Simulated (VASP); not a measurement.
Wanted: the native input for a VASP 6.6.1 run.

```
Task                   : single point
Functional             : r2SCAN
Potentials or basis    : VASP PAW PBE potentials, release 64 (Pb_d, Se)
Cutoff                 : 550 eV
k mesh                 : 10 × 10 × 10
Occupations            : gaussian, width 0.02 eV
Spin                   : no spin polarisation
Dipole correction      : no
Further INCAR settings : ALGO = Normal; EDIFF = 1e-06; NBANDS = 17
```

Crystal: PbSe (Clausthalite).

```xyz
2
Lattice="0.0000 3.1203 3.1203 3.1203 0.0000 3.1203 3.1203 3.1203 0.0000" Properties=species:S:1:pos:R:3 pbc="T T T"
Pb    0.0000    0.0000    0.0000
Se    3.1203    3.1203    3.1203
```

This cell differs from its parent crystal: volume scaled by 1.03.

One way to write it, as run:

POSCAR

```
PbSe
1.0
    0.0000000000      3.1202608348      3.1202608348
    3.1202608348      0.0000000000      3.1202608348
    3.1202608348      3.1202608348      0.0000000000
Pb Se
1 1
Direct
    0.0000000000      0.0000000000      0.0000000000
    0.5000000000      0.5000000000      0.5000000000
```

INCAR.step1

```
SYSTEM = PbSe
  PREC = Accurate
  ENCUT = 550
  ISMEAR = 0
  SIGMA = 0.02
  LREAL = .False.
  LASPH = .True.
  NELM = 120
  NBANDS = 17
  GGA = PE
  ALGO = Normal
  EDIFF = 1E-5
  LWAVE = .True.
  LCHARG = .False.
  GGA_COMPAT = .False.
```

INCAR.step2

```
SYSTEM = PbSe
  PREC = Accurate
  ENCUT = 550
  EDIFF = 1E-6
  ISMEAR = 0
  SIGMA = 0.02
  LREAL = .False.
  LASPH = .True.
  NELM = 120
  ALGO = Normal
  ISIF = 2
  LWAVE = .False.
  LCHARG = .False.
  METAGGA = R2SCAN
  LMIXTAU = .True.
  NBANDS = 17
  ISTART = 1
  GGA_COMPAT = .False.
```

KPOINTS

```
regular mesh
0
Gamma
  10 10 10
  0 0 0
```

Potentials or basis: VASP PAW PBE potentials, release 64 (Pb_d, Se).

Launch:

```console
$ cat potpaw_PBE.64/Pb_d/POTCAR potpaw_PBE.64/Se/POTCAR > POTCAR
$ cp INCAR.step1 INCAR
$ mpirun -np 1 vasp_std > vasp.out
$ cp INCAR.step2 INCAR
$ mpirun -np 1 vasp_std > vasp.out
```

It gave:

```
Pressure               : -1.5 GPa
Band gap on the k mesh : 0.76 eV, direct
```

Caveat: the PAW data sets were made with another functional, which shifts forces and pressure a little; spin-orbit coupling is left out, which moves the levels of the heavy elements.

It took 84 s on 1 thread of Intel(R) Xeon(R) 6975P-C (Granite Rapids) (shared host), peak memory 0.24 GiB.
